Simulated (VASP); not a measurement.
# KTaO3 (P4/mmm) in VASP: notebook

KTaO3 is run at these levels: r2SCAN, HSE06; tasks: single point.

Everything below comes from runs of VASP 6.6.1. Logs are shortened: lines on timing, memory, paths and dates and some standing lists are left out, and cuts for length are marked.

### 1 The cell of the first run

The structure is tetragonal, space group P4/mmm (No. 123). The conventional cell has a = 4.030 Å, b = 4.030 Å, c = 3.976 Å, α = 90.00°, β = 90.00°, γ = 90.00°. Within 3.7 Å of K (site symmetry 4/mmm) lie 12 O at 2.83 to 2.85 Å and 8 Ta at 3.47 Å. Ta (site symmetry 4/mmm) has 6 O at 1.99 to 2.02 Å within 2.6 Å. Within 2.6 Å of O (site symmetry 4/mmm) lie 2 Ta at 1.99 Å. Within 2.7 Å of O (site symmetry mmm) lie 2 Ta at 2.02 Å.

### 2 Single point, r2SCAN (epitaxial xy strain +1.0%)

The input, POSCAR:

```
KTaO3
1.0
    4.0300324140      0.0000000000      0.0000000000
    0.0000000000      4.0300324140      0.0000000000
    0.0000000000      0.0000000000      3.9763084915
K Ta O
1 1 3
Direct
    0.0000000000      0.0000000000      0.0000000000
    0.5000000000      0.5000000000      0.5000000000
    0.5000000000      0.5000000000      0.0000000000
    0.5000000000      0.0000000000      0.5000000000
    0.0000000000      0.5000000000      0.5000000000
```

The input, INCAR.step1:

```
SYSTEM = KTaO3
  PREC = Accurate
  ENCUT = 520
  ISMEAR = 0
  SIGMA = 0.01
  LREAL = .False.
  LASPH = .True.
  NELM = 100
  NBANDS = 27
  GGA = PE
  ALGO = Normal
  EDIFF = 1E-4
  LWAVE = .True.
  LCHARG = .False.
```

The input, INCAR.step2:

```
SYSTEM = KTaO3
  PREC = Accurate
  ENCUT = 520
  EDIFF = 1E-7
  ISMEAR = 0
  SIGMA = 0.01
  LREAL = .False.
  LASPH = .True.
  NELM = 100
  ALGO = Normal
  ISIF = 2
  LWAVE = .False.
  LCHARG = .False.
  METAGGA = R2SCAN
  LMIXTAU = .True.
  NBANDS = 27
  ISTART = 1
```

The input, KPOINTS:

```
regular mesh
0
Gamma
  6 6 6
  0 0 0
```

Potentials or basis: VASP PAW PBE potentials, release 64 (K_sv, Ta_pv, O).

On the command line:

```bash
$ cat potpaw_PBE.64/K_sv/POTCAR potpaw_PBE.64/Ta_pv/POTCAR potpaw_PBE.64/O/POTCAR > POTCAR
$ cp INCAR.step1 INCAR
$ mpirun -np 1 vasp_std > vasp.out
$ cp INCAR.step2 INCAR
$ mpirun -np 1 vasp_std > vasp.out
```

OUTCAR:

```text
SYSTEM = KTaO3
   PREC = Accurate
   ENCUT = 520
   EDIFF = 1E-7
   ISMEAR = 0
   LREAL = .False.
   LASPH = .True.
   NELM = 100
   ISIF = 2
   METAGGA = R2SCAN
   ISTART = 1

 ion  position               nearest neighbor table
   1  0.000  0.000  0.000-   4 2.83   5 2.83   4 2.83   5 2.83   5 2.83   5 2.83   4 2.83   4 2.83
                             3 2.85   3 2.85   3 2.85   3 2.85   2 3.47   2 3.47   2 3.47   2 3.47
   2  0.500  0.500  0.500-   3 1.99   3 1.99   5 2.02   4 2.02   4 2.02   5 2.02   1 3.47   1 3.47
                             1 3.47   1 3.47   1 3.47   1 3.47   1 3.47   1 3.47
   3  0.500  0.500  0.000-   2 1.99   2 1.99   1 2.85   1 2.85   1 2.85   1 2.85
   4  0.500  0.000  0.500-   2 2.02   2 2.02   1 2.83   1 2.83   1 2.83   1 2.83
   5  0.000  0.500  0.500-   2 2.02   2 2.02   1 2.83   1 2.83   1 2.83   1 2.83

  LATTYP: Found a simple tetragonal cell.
 ALAT       =     4.0300324140
 C/A-ratio  =     0.9866691091

  Lattice vectors:

 A1 = (   4.0300324140,   0.0000000000,   0.0000000000)
 A2 = (   0.0000000000,   4.0300324140,   0.0000000000)
 A3 = (   0.0000000000,   0.0000000000,   3.9763084915)

Analysis of symmetry for initial positions (statically):
=====================================================================
 Subroutine PRICEL returns:
 Original cell was already a primitive cell.

 Routine SETGRP: Setting up the symmetry group for a
 simple tetragonal supercell.

 Subroutine GETGRP returns: Found 16 space group operations
 (whereof 16 operations were pure point group operations)
 out of a pool of 16 trial point group operations.

The static configuration has the point symmetry D_4h.

Analysis of symmetry for dynamics (positions and initial velocities):
=====================================================================
 Subroutine PRICEL returns:
 Original cell was already a primitive cell.

 Routine SETGRP: Setting up the symmetry group for a
 simple tetragonal supercell.

 Subroutine GETGRP returns: Found 16 space group operations
 (whereof 16 operations were pure point group operations)
 out of a pool of 16 trial point group operations.

The dynamic configuration has the point symmetry D_4h.

 Subroutine INISYM returns: Found 16 space group operations
 (whereof 16 operations are pure point group operations),
 and found     1 'primitive' translations

----------------------------------------------------------------------------------------

                                     Primitive cell

  volume of cell :      64.5799

  direct lattice vectors                    reciprocal lattice vectors
     4.030032414  0.000000000  0.000000000     0.248136962  0.000000000  0.000000000
     0.000000000  4.030032414  0.000000000     0.000000000  0.248136962  0.000000000
     0.000000000  0.000000000  3.976308492     0.000000000  0.000000000  0.251489542

  length of vectors
     4.030032414  4.030032414  3.976308492     0.248136962  0.248136962  0.251489542

  position of ions in fractional coordinates (direct lattice)
     0.000000000  0.000000000  0.000000000
     0.500000000  0.500000000  0.500000000
     0.500000000  0.500000000  0.000000000
     0.500000000  0.000000000  0.500000000
     0.000000000  0.500000000  0.500000000

  ion indices of the primitive-cell ions
   primitive index   ion index
                 1           1
                 2           2
                 3           3
                 4           4
                 5           5

----------------------------------------------------------------------------------------

 KPOINTS: regular mesh

Automatic generation of k-mesh.
 Grid dimensions read from file:
 generate k-points for:    6    6    6

 Generating k-lattice:

  Cartesian coordinates                     Fractional coordinates (reciprocal lattice)
     0.041356160  0.000000000  0.000000000     0.166666667  0.000000000  0.000000000
     0.000000000  0.041356160  0.000000000     0.000000000  0.166666667  0.000000000
     0.000000000  0.000000000  0.041914924     0.000000000  0.000000000  0.166666667

  Length of vectors
     0.041356160  0.041356160  0.041914924

  Shift w.r.t. Gamma in fractional coordinates (k-lattice)
     0.000000000  0.000000000  0.000000000

 Subroutine IBZKPT returns following result:
 ===========================================

 Found     40 irreducible k-points:

 Following reciprocal coordinates:
            Coordinates               Weight
  0.000000  0.000000  0.000000      1.000000
  0.166667  0.000000  0.000000      4.000000
  0.333333  0.000000  0.000000      4.000000
  0.500000  0.000000  0.000000      2.000000
  0.166667  0.166667  0.000000      4.000000
  0.333333  0.166667  0.000000      8.000000
[... 16 lines left out ...]
  0.333333  0.000000  0.333333      8.000000
  0.500000  0.000000  0.333333      4.000000
 [... further k-points ...]
   k-points           NKPTS =     40   k-points in BZ     NKDIM =     40   number of bands    NBANDS=     27
   number of dos      NEDOS =    301   number of ions     NIONS =      5
   total plane-waves  NPLWV =  27000
   dimension x,y,z NGX =    30 NGY =   30 NGZ =   30
   dimension x,y,z NGXF=    60 NGYF=   60 NGZF=   60
   ions per type =               1   1   3
   NGX,Y,Z   is equivalent  to a cutoff of  12.38, 12.38, 12.54 a.u.
   NGXF,Y,Z  is equivalent  to a cutoff of  24.75, 24.75, 25.09 a.u.
 SYSTEM =  KTaO3
   PREC   = accura    normal or accurate (medium, high low for compatibility)
   ISTART =      1    job   : 0-new  1-cont  2-samecut
   ICHARG =      0    charge: 1-file 2-atom 10-const
   ISPIN  =      1    spin polarized calculation?
   LNONCOLLINEAR =      F non collinear calculations
   LSORBIT =      F    spin-orbit coupling
   LASPH  =      T    aspherical Exc in radial PAW
   ENCUT  =  520.0 eV  38.22 Ry    6.18 a.u.   7.49  7.49  7.39*2*pi/ulx,y,z
   NELM   =    100;   NELMIN=  2; NELMDL=  0     # of ELM steps
   EDIFF  = 0.1E-06   stopping-criterion for ELM
   LREAL  =      F    real-space projection
   EDIFFG = 0.1E-05   stopping-criterion for IOM
   NSW    =      0    number of steps for IOM
   IBRION =     -1    ionic relax: 0-MD 1-quasi-New 2-CG
   NFREE  =      0    steps in history (QN), initial steepest desc. (CG)
   ISIF   =      2    stress and relaxation
   ISYM   =      2    0-nonsym 1-usesym 2-fastsym
   POTIM  = 0.5000    time-step for ionic-motion
   TEBEG  =    0.0;   TEEND  =   0.0 temperature during run
   PSTRESS=    0.0 pullay stress
   NELECT =      38.0000    total number of electrons
   NUPDOWN=      -1.0000    fix difference up-down
   EMIN   =  10.00;   EMAX   =-10.00  energy-range for DOS
   EFERMI =   0.00;   METHOD = LEGACY
   ISMEAR =     0;   SIGMA  =   0.01  broadening in eV -4-tet -1-fermi 0-gaus
   EFERMI_NEDOS =   21; number of points for ismear=-14 and -15
   IALGO  =     38    algorithm
   IMIX   =      4    mixing-type and parameters
     AMIX     =   0.40;   BMIX     =  1.00
     AMIX_MAG =   1.60;   BMIX_MAG =  1.00
  volume/ion in A,a.u.               =      12.92        87.16
  Fermi-wavevector in a.u.,A,eV,Ry     =   1.371841  2.592403 25.605438  1.881947
  Thomas-Fermi vector in A             =   2.497501
   LORBIT       =      0    0 simple, 1 ext, 2 COOP (PROOUT), +10 PAW based schemes
   METAGGA = R2SCAN    functional components
   LHFCALC =     F    Hartree Fock is set to
   AEXX    =    0.0000 exact exchange contribution
   IVDW    =     0    specifies the selected vdW correction
   LEPSILON=     F    determine dielectric tensor
   LRPA    =     F    only Hartree local field effects (RPA)
 non-spin polarized calculation
 Gauss-broadening in eV      SIGMA  =   0.01
  energy-cutoff  :      520.00
  volume of cell :       64.58
 maximum number of plane-waves:      1763
 NGX is ok and might be reduce to    30
   NGX = 15   NGY = 15   NGZ = 15

 number of electron      37.9999980 magnetization

 Free energy of the ion-electron system (eV)
  ---------------------------------------------------
  ext. energy  EPLUGINS =         0.00000000
  ---------------------------------------------------
  free energy    TOTEN  =       -87.14987536 eV

  energy without entropy =      -87.14987536  energy(sigma->0) =      -87.14987536

 E-fermi :   1.4200     XC(G=0): -11.4571

 val. band max:        1.3143136889   @ k =   0.5000   0.5000   0.5000
 cond. band min:       3.8379842105   @ k =   0.0000   0.0000   0.0000
 fundamental gap:      2.5236705215
 Fermi energy:         1.4199691560

 k-point     1 :       0.0000    0.0000    0.0000
  band No.  band energies     occupation
      1     -34.0816      2.00000
      2     -34.0615      2.00000
      3     -34.0615      2.00000
      4     -27.1646      2.00000
      5     -17.2061      2.00000
      6     -16.5765      2.00000
[... 19 lines left out ...]
     26       9.8965      0.00000
     27       9.9700      0.00000

 k-point     2 :       0.1667    0.0000    0.0000
  band No.  band energies     occupation
      1     -34.0834      2.00000
      2     -34.0808      2.00000
      3     -34.0607      2.00000
      4     -27.1586      2.00000
      5     -17.1575      2.00000
      6     -16.5439      2.00000
[... 19 lines left out ...]
     26      10.2435      0.00000
     27      10.3508      0.00000

 k-point     3 :       0.3333    0.0000    0.0000
  band No.  band energies     occupation
      1     -34.1269      2.00000
      2     -34.0793      2.00000
      3     -34.0592      2.00000
      4     -27.1467      2.00000
      5     -17.1294      2.00000
      6     -16.5267      2.00000
[... 594 lines left out ...]
      1     -34.1568      2.00000
      2     -34.1236      2.00000
      3     -34.0565      2.00000
      4     -27.1337      2.00000
      5     -16.7536      2.00000
      6     -16.0404      2.00000
[... 19 lines left out ...]
     26      12.2683      0.00000
     27      12.7085      0.00000

 k-point    24 :       0.5000    0.0000    0.3333
  band No.  band energies     occupation
      1     -34.1559      2.00000
      2     -34.1449      2.00000
      3     -34.0558      2.00000
      4     -27.1299      2.00000
      5     -16.7223      2.00000
      6     -16.0385      2.00000
[... 19 lines left out ...]
     26      12.2566      0.00000
     27      12.6957      0.00000

 [... further k-points ...]

------------------------ aborting loop because EDIFF is reached ----------------------------------------

  FORCE on cell =-STRESS in cart. coord.  units (eV):
  Direction    XX          YY          ZZ          XY          YZ          ZX
  --------------------------------------------------------------------------------------
  -------------------------------------------------------------------------------------
  Total       -1.6277860     -1.6277860      0.3573729      0.0000000      0.0000000      0.0000000
  in kB      -40.3841303    -40.3841303      8.8661504      0.0000000      0.0000000      0.0000000
  external PRESSURE =     -23.9673700 kB  Pullay stress =       0.0000000 kB

 VOLUME and BASIS-vectors are now :
 -----------------------------------------------------------------------------
  energy-cutoff  :      520.00
  volume of cell :       64.58
      direct lattice vectors                 reciprocal lattice vectors
     4.030032414  0.000000000  0.000000000     0.248136962  0.000000000  0.000000000
     0.000000000  4.030032414  0.000000000     0.000000000  0.248136962  0.000000000
     0.000000000  0.000000000  3.976308492     0.000000000  0.000000000  0.251489542

 POSITION                                       TOTAL-FORCE (eV/Angst)
 -----------------------------------------------------------------------------------
      0.00000      0.00000      0.00000         0.000000      0.000000      0.000000
      2.01502      2.01502      1.98815         0.000000      0.000000      0.000000
      2.01502      2.01502      0.00000         0.000000      0.000000      0.000000
      2.01502      0.00000      1.98815         0.000000      0.000000      0.000000
      0.00000      2.01502      1.98815         0.000000      0.000000      0.000000
 -----------------------------------------------------------------------------------
    total drift:                                0.000000      0.000000     -0.000000

  FREE ENERGIE OF THE ION-ELECTRON SYSTEM (eV)
  ---------------------------------------------------
  free  energy   TOTEN  =       -87.1498753606 eV

  energy  without entropy=      -87.1498753606  energy(sigma->0) =      -87.14987536
```

It took 1.9 min on 1 thread of Intel Xeon 6975P-C (Granite Rapids), shared host; peak memory 0.21 GiB.

What came out:

```yaml
Free_energy: -87.1499 eV
Pressure: -2.4 GPa
Band_gap_on_the_k_mesh: 2.52 eV (least direct gap 3.19 eV)
```

Stress tensor (GPa, compression positive):
```
-4.04  0.00  0.00
 0.00 -4.04  0.00
 0.00  0.00  0.89
```

Caveat: the cell differs from its parent crystal (epitaxial xy strain +1.0%); the PAW data sets were made with another functional, which shifts forces and pressure a little; spin-orbit coupling is left out, which moves the levels of the heavy elements.

### 3 Single point, r2SCAN (epitaxial xy strain +2.0%)

POSCAR: that of step 2 with these lines changed.

```diff
@@ -2,5 +2,5 @@
 1.0
-    4.0300324140      0.0000000000      0.0000000000
-    0.0000000000      4.0300324140      0.0000000000
-    0.0000000000      0.0000000000      3.9763084915
+    4.0699337251      0.0000000000      0.0000000000
+    0.0000000000      4.0699337251      0.0000000000
+    0.0000000000      0.0000000000      3.9633012870
 K Ta O
```

The input, INCAR.step1:

```
PREC = Accurate
ENCUT = 520
ISMEAR = 0
SIGMA = 0.01
LREAL = F
LASPH = T
NELM = 60
NBANDS = 27
GGA = PE
ALGO = Normal
EDIFF = 1E-4
LWAVE = T
LCHARG = F
```

The input, INCAR.step2:

```
PREC = Accurate
ENCUT = 520
EDIFF = 1E-7
ISMEAR = 0
SIGMA = 0.01
LREAL = F
LASPH = T
NELM = 60
ALGO = Normal
ISIF = 2
LWAVE = F
LCHARG = T
METAGGA = R2SCAN
LMIXTAU = T
LELF = T
LVHAR = T
NBANDS = 27
ISTART = 1
```

The input, KPOINTS:

```
Automatic mesh
0
Gamma
  6 6 6
```

Potentials or basis: VASP PAW PBE potentials, release 64 (K_sv, Ta_pv, O).

On the command line:

```bash
$ cat potpaw_PBE.64/K_sv/POTCAR potpaw_PBE.64/Ta_pv/POTCAR potpaw_PBE.64/O/POTCAR > POTCAR
$ cp INCAR.step1 INCAR
$ mpirun -np 1 vasp_std > vasp.out
$ cp INCAR.step2 INCAR
$ mpirun -np 1 vasp_std > vasp.out
```

Run time: 1.9 min. Hardware: 1 thread of Intel Xeon 6975P-C (Granite Rapids), shared host; peak memory 0.21 GiB.

It converged, with:

| Item | Value |
| --- | --- |
| Free energy | -87.0998 eV |
| Pressure | -5.4 GPa |
| Band gap on the k mesh | 2.45 eV (least direct gap 3.12 eV) |

Stress tensor (GPa, compression positive):
```
-8.45  0.00  0.00
 0.00 -8.45  0.00
 0.00  0.00  0.84
```

Levels at points of the mesh, in eV from the valence-band top:
```tsv
k point	band 15	band 16	band 17	band 18	band 19	band 20	band 21	band 22	band 23	band 24
(0.00, 0.00, 0.00)	-1.13	-0.97	-0.68	-0.68	-0.67	2.45	2.49	2.49	6.44	6.68
(0.50, 0.00, 0.00)	-2.33	-2.18	-1.50	-0.97	-0.89	2.62	5.05	5.05	6.71	8.72
(0.50, 0.50, 0.00)	-2.58	-1.86	-1.65	-1.65	-0.04	5.08	5.08	6.29	8.05	10.51
(0.00, 0.00, 0.50)	-2.38	-2.03	-1.44	-0.87	-0.87	2.61	5.40	5.40	6.47	8.45
(0.50, 0.00, 0.50)	-2.63	-1.81	-1.37	-1.35	-0.08	5.09	5.42	6.54	7.42	10.70
(0.50, 0.50, 0.50)	-3.99	-3.68	-0.04	-0.04	0.00	6.41	6.65	6.65	9.42	9.58
```

Caveat: the cell differs from its parent crystal (epitaxial xy strain +2.0%); the stress differs along the axes, from -8 to 1 GPa; the PAW data sets were made with another functional, which shifts forces and pressure a little; spin-orbit coupling is left out, which moves the levels of the heavy elements. A k mesh can miss the band edges.

(Part 1 of 2 ends here.)
